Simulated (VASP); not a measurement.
# NaCl (Fm-3m) in VASP: a series of runs

Aim: see how the results for NaCl move with the level of theory and the settings. Levels: PBE, r2SCAN. Tasks: single point.

Program: VASP 6.6.1. These are calculated values, not measurements. Logs are shortened: lines on timing, memory, paths and dates and some standing lists are left out, and cuts for length are marked.

### Step 1. The cell of the first run

The structure is cubic, space group Fm-3m (No. 225). Conventional cell: a = 5.605 Å, b = 5.605 Å, c = 5.605 Å, α = 90.00°, β = 90.00°, γ = 90.00°. Na (site symmetry m-3m) has 6 Cl at 2.80 Å within 3.7 Å. Cl (site symmetry m-3m) has 6 Na at 2.80 Å within 3.7 Å.

### Step 2. Single point, PBE

The input, INCAR:

```
  PREC = Accurate
  ENCUT = 520
  EDIFF = 1E-6
  ISMEAR = 0
  SIGMA = 0.01
  LREAL = F
  LASPH = T
  NELM = 80
  ALGO = Normal
  ISIF = 2
  LWAVE = F
  LCHARG = F
  GGA = PE
  NBANDS = 14
```

The input, KPOINTS:

```
regular mesh
0
Gamma
  6 6 6
```

The input, POSCAR:

```
NaCl
1.0
    0.0000000000      2.8026988254      2.8026988254
    2.8026988254      0.0000000000      2.8026988254
    2.8026988254      2.8026988254      0.0000000000
Na Cl
1 1
Direct
    0.0000000000      0.0000000000      0.0000000000
    0.5000000000      0.5000000000      0.5000000000
```

Potentials or basis: VASP PAW PBE potentials, release 64 (Na_pv, Cl).

Run with:

```
> cat potpaw_PBE.64/Na_pv/POTCAR potpaw_PBE.64/Cl/POTCAR > POTCAR
> mpirun -np 1 vasp_std > vasp.out
```

OUTCAR:

```text
PREC = Accurate
   ENCUT = 520
   EDIFF = 1E-6
   ISMEAR = 0
   LREAL = F
   LASPH = T
   NELM = 80
   ISIF = 2
   GGA = PE

 ion  position               nearest neighbor table
   1  0.000  0.000  0.000-
   2  0.500  0.500  0.500-

  LATTYP: Found a face centered cubic cell.
 ALAT       =     5.6053976508

  Lattice vectors:

 A1 = (   0.0000000000,   2.8026988254,   2.8026988254)
 A2 = (   2.8026988254,   0.0000000000,   2.8026988254)
 A3 = (   2.8026988254,   2.8026988254,   0.0000000000)

Analysis of symmetry for initial positions (statically):
=====================================================================
 Subroutine PRICEL returns:
 Original cell was already a primitive cell.

 Routine SETGRP: Setting up the symmetry group for a
 face centered cubic supercell.

 Subroutine GETGRP returns: Found 48 space group operations
 (whereof 48 operations were pure point group operations)
 out of a pool of 48 trial point group operations.

The static configuration has the point symmetry O_h .

Analysis of symmetry for dynamics (positions and initial velocities):
=====================================================================
 Subroutine PRICEL returns:
 Original cell was already a primitive cell.

 Routine SETGRP: Setting up the symmetry group for a
 face centered cubic supercell.

 Subroutine GETGRP returns: Found 48 space group operations
 (whereof 48 operations were pure point group operations)
 out of a pool of 48 trial point group operations.

The dynamic configuration has the point symmetry O_h .

 Subroutine INISYM returns: Found 48 space group operations
 (whereof 48 operations are pure point group operations),
 and found     1 'primitive' translations

----------------------------------------------------------------------------------------

                                     Primitive cell

  volume of cell :      44.0311

  direct lattice vectors                    reciprocal lattice vectors
     0.000000000  2.802698825  2.802698825    -0.178399475  0.178399475  0.178399475
     2.802698825  0.000000000  2.802698825     0.178399475 -0.178399475  0.178399475
     2.802698825  2.802698825  0.000000000     0.178399475  0.178399475 -0.178399475

  length of vectors
     3.963614690  3.963614690  3.963614690     0.308996955  0.308996955  0.308996955

  position of ions in fractional coordinates (direct lattice)
     0.000000000  0.000000000  0.000000000
     0.500000000  0.500000000  0.500000000

  ion indices of the primitive-cell ions
   primitive index   ion index
                 1           1
                 2           2

----------------------------------------------------------------------------------------

 KPOINTS: regular mesh

Automatic generation of k-mesh.
 Grid dimensions read from file:
 generate k-points for:    6    6    6

 Generating k-lattice:

  Cartesian coordinates                     Fractional coordinates (reciprocal lattice)
    -0.029733246  0.029733246  0.029733246     0.166666667  0.000000000  0.000000000
     0.029733246 -0.029733246  0.029733246     0.000000000  0.166666667  0.000000000
     0.029733246  0.029733246 -0.029733246     0.000000000  0.000000000  0.166666667

  Length of vectors
     0.051499493  0.051499493  0.051499493

  Shift w.r.t. Gamma in fractional coordinates (k-lattice)
     0.000000000  0.000000000  0.000000000

 Subroutine IBZKPT returns following result:
 ===========================================

 Found     16 irreducible k-points:

 Following reciprocal coordinates:
            Coordinates               Weight
  0.000000  0.000000  0.000000      1.000000
  0.166667  0.000000  0.000000      8.000000
  0.333333  0.000000  0.000000      8.000000
  0.500000  0.000000  0.000000      4.000000
  0.166667  0.166667  0.000000      6.000000
  0.333333  0.166667  0.000000     24.000000
[... 8 lines left out ...]
 -0.333333  0.333333  0.166667     24.000000
 -0.333333  0.500000  0.166667     12.000000
   k-points           NKPTS =     16   k-points in BZ     NKDIM =     16   number of bands    NBANDS=     14
   number of dos      NEDOS =    301   number of ions     NIONS =      2
   total plane-waves  NPLWV =  27000
   dimension x,y,z NGX =    30 NGY =   30 NGZ =   30
   dimension x,y,z NGXF=    60 NGYF=   60 NGZF=   60
   ions per type =               1   1
   NGX,Y,Z   is equivalent  to a cutoff of  12.58, 12.58, 12.58 a.u.
   NGXF,Y,Z  is equivalent  to a cutoff of  25.17, 25.17, 25.17 a.u.
 SYSTEM =  unknown system
   PREC   = accura    normal or accurate (medium, high low for compatibility)
   ISTART =      0    job   : 0-new  1-cont  2-samecut
   ICHARG =      2    charge: 1-file 2-atom 10-const
   ISPIN  =      1    spin polarized calculation?
   LNONCOLLINEAR =      F non collinear calculations
   LSORBIT =      F    spin-orbit coupling
   LASPH  =      T    aspherical Exc in radial PAW
   ENCUT  =  520.0 eV  38.22 Ry    6.18 a.u.   7.37  7.37  7.37*2*pi/ulx,y,z
   NELM   =     80;   NELMIN=  2; NELMDL= -5     # of ELM steps
   EDIFF  = 0.1E-05   stopping-criterion for ELM
   LREAL  =      F    real-space projection
   EDIFFG = 0.1E-04   stopping-criterion for IOM
   NSW    =      0    number of steps for IOM
   IBRION =     -1    ionic relax: 0-MD 1-quasi-New 2-CG
   NFREE  =      0    steps in history (QN), initial steepest desc. (CG)
   ISIF   =      2    stress and relaxation
   ISYM   =      2    0-nonsym 1-usesym 2-fastsym
   POTIM  = 0.5000    time-step for ionic-motion
   TEBEG  =    0.0;   TEEND  =   0.0 temperature during run
   PSTRESS=    0.0 pullay stress
   NELECT =      14.0000    total number of electrons
   NUPDOWN=      -1.0000    fix difference up-down
   EMIN   =  10.00;   EMAX   =-10.00  energy-range for DOS
   EFERMI =   0.00;   METHOD = LEGACY
   ISMEAR =     0;   SIGMA  =   0.01  broadening in eV -4-tet -1-fermi 0-gaus
   EFERMI_NEDOS =   21; number of points for ismear=-14 and -15
   IALGO  =     38    algorithm
   IMIX   =      4    mixing-type and parameters
     AMIX     =   0.40;   BMIX     =  1.00
     AMIX_MAG =   1.60;   BMIX_MAG =  1.00
  volume/ion in A,a.u.               =      22.02       148.57
  Fermi-wavevector in a.u.,A,eV,Ry     =   1.117372  2.111527 16.987145  1.248520
  Thomas-Fermi vector in A             =   2.253994
   LORBIT       =      0    0 simple, 1 ext, 2 COOP (PROOUT), +10 PAW based schemes
   GGA     = PE    functional components
   LHFCALC =     F    Hartree Fock is set to
   AEXX    =    0.0000 exact exchange contribution
   IVDW    =     0    specifies the selected vdW correction
   LEPSILON=     F    determine dielectric tensor
   LRPA    =     F    only Hartree local field effects (RPA)
 non-spin polarized calculation
 Gauss-broadening in eV      SIGMA  =   0.01
  energy-cutoff  :      520.00
  volume of cell :       44.03
 maximum number of plane-waves:      1243
 NGX is ok and might be reduce to    30
   NGX = 15   NGY = 15   NGZ = 15

 number of electron      14.0000003 magnetization

 Free energy of the ion-electron system (eV)
  ---------------------------------------------------
  ext. energy  EPLUGINS =         0.00000000
  ---------------------------------------------------
  free energy    TOTEN  =        -6.76940618 eV

  energy without entropy =       -6.76940618  energy(sigma->0) =       -6.76940618

 E-fermi :  -0.4916     XC(G=0):  -8.2455

 val. band max:       -0.6237155076   @ k =   0.0000   0.0000   0.0000
 cond. band min:       4.5555957547   @ k =   0.0000   0.0000   0.0000
 fundamental gap:      5.1793112623
 Fermi energy:        -0.4916288890

 k-point     1 :       0.0000    0.0000    0.0000
  band No.  band energies     occupation
      1     -21.4072      2.00000
      2     -21.4072      2.00000
      3     -21.4072      2.00000
      4     -13.3246      2.00000
      5      -0.6237      2.00000
      6      -0.6237      2.00000
      7      -0.6237      2.00000
      8       4.5556      0.00000
      9      10.5156      0.00000
     10      10.5156      0.00000
     11      10.5156      0.00000
     12      12.7004      0.00000
     13      12.7004      0.00000
     14      14.3372      0.00000

 k-point     2 :       0.1667    0.0000    0.0000
  band No.  band energies     occupation
      1     -21.4152      2.00000
      2     -21.4077      2.00000
      3     -21.4077      2.00000
      4     -13.2395      2.00000
      5      -1.2410      2.00000
      6      -0.6954      2.00000
      7      -0.6954      2.00000
      8       5.3792      0.00000
      9       9.7321      0.00000
     10      10.8058      0.00000
     11      10.8058      0.00000
     12      12.3861      0.00000
     13      12.3861      0.00000
     14      15.4606      0.00000

 k-point     3 :       0.3333    0.0000    0.0000
  band No.  band energies     occupation
      1     -21.4311      2.00000
      2     -21.4089      2.00000
      3     -21.4089      2.00000
      4     -13.0617      2.00000
      5      -2.1977      2.00000
      6      -0.8321      2.00000
      7      -0.8321      2.00000
      8       6.4855      0.00000
      9       9.5480      0.00000
     10      10.6260      0.00000
     11      10.6260      0.00000
     12      13.4903      0.00000
     13      13.4903      0.00000
     14      14.7470      0.00000
[... 188 lines left out ...]
 k-point    15 :      -0.3333    0.3333    0.1667
  band No.  band energies     occupation
      1     -21.4288      2.00000
      2     -21.4192      2.00000
      3     -21.4138      2.00000
      4     -12.9187      2.00000
      5      -2.1352      2.00000
      6      -1.6349      2.00000
      7      -1.1723      2.00000
      8       8.3424      0.00000
      9       8.6044      0.00000
     10       9.4182      0.00000
     11      11.3307      0.00000
     12      13.7051      0.00000
     13      15.1495      0.00000
     14      16.1432      0.00000

 k-point    16 :      -0.3333    0.5000    0.1667
  band No.  band energies     occupation
      1     -21.4256      2.00000
      2     -21.4191      2.00000
      3     -21.4177      2.00000
      4     -12.9063      2.00000
      5      -2.0991      2.00000
      6      -1.5605      2.00000
      7      -1.3604      2.00000
      8       7.8308      0.00000
      9       8.2893      0.00000
     10       9.9715      0.00000
     11      11.5492      0.00000
     12      14.7284      0.00000
     13      15.7286      0.00000
     14      15.8382      0.00000

------------------------ aborting loop because EDIFF is reached ----------------------------------------

  FORCE on cell =-STRESS in cart. coord.  units (eV):
  Direction    XX          YY          ZZ          XY          YZ          ZX
  --------------------------------------------------------------------------------------
  -------------------------------------------------------------------------------------
  Total        0.3419237      0.3419237      0.3419237      0.0000000     -0.0000000      0.0000000
  in kB       12.4417205     12.4417205     12.4417205      0.0000000     -0.0000000      0.0000000
  external PRESSURE =      12.4417205 kB  Pullay stress =       0.0000000 kB

 VOLUME and BASIS-vectors are now :
 -----------------------------------------------------------------------------
  energy-cutoff  :      520.00
  volume of cell :       44.03
      direct lattice vectors                 reciprocal lattice vectors
     0.000000000  2.802698825  2.802698825    -0.178399475  0.178399475  0.178399475
     2.802698825  0.000000000  2.802698825     0.178399475 -0.178399475  0.178399475
     2.802698825  2.802698825  0.000000000     0.178399475  0.178399475 -0.178399475

 POSITION                                       TOTAL-FORCE (eV/Angst)
 -----------------------------------------------------------------------------------
      0.00000      0.00000      0.00000        -0.000000      0.000000      0.000000
      2.80270      2.80270      2.80270         0.000000     -0.000000     -0.000000
 -----------------------------------------------------------------------------------
    total drift:                               -0.000000      0.000000      0.000000

  FREE ENERGIE OF THE ION-ELECTRON SYSTEM (eV)
  ---------------------------------------------------
  free  energy   TOTEN  =        -6.7694061758 eV

  energy  without entropy=       -6.7694061758  energy(sigma->0) =       -6.76940618
```

It took 4.8 s on 1 thread of Intel Xeon 6975P-C (Granite Rapids), shared host; peak memory 0.16 GiB.

Results:

```
Free energy            : -6.7694 eV
Pressure               : 1.2 GPa
Band gap on the k mesh : 5.18 eV, direct
```

Levels at points of the mesh, in eV from the valence-band top:
```
           k point  band 4  band 5  band 6  band 7  band 8  band 9  band 10  band 11
(0.00, 0.00, 0.00)  -12.70    0.00    0.00    0.00    5.18   11.14    11.14    11.14
(0.50, 0.00, 0.00)  -12.34   -1.98   -0.27   -0.27    7.31   10.78    11.02    11.02
(0.50, 0.50, 0.00)  -12.30   -1.71   -0.61   -0.61    7.59    8.06    11.45    14.94
```

PBE gaps usually lie below the measured ones, often by a third to a half.

(Part 1 of 2 ends here.)
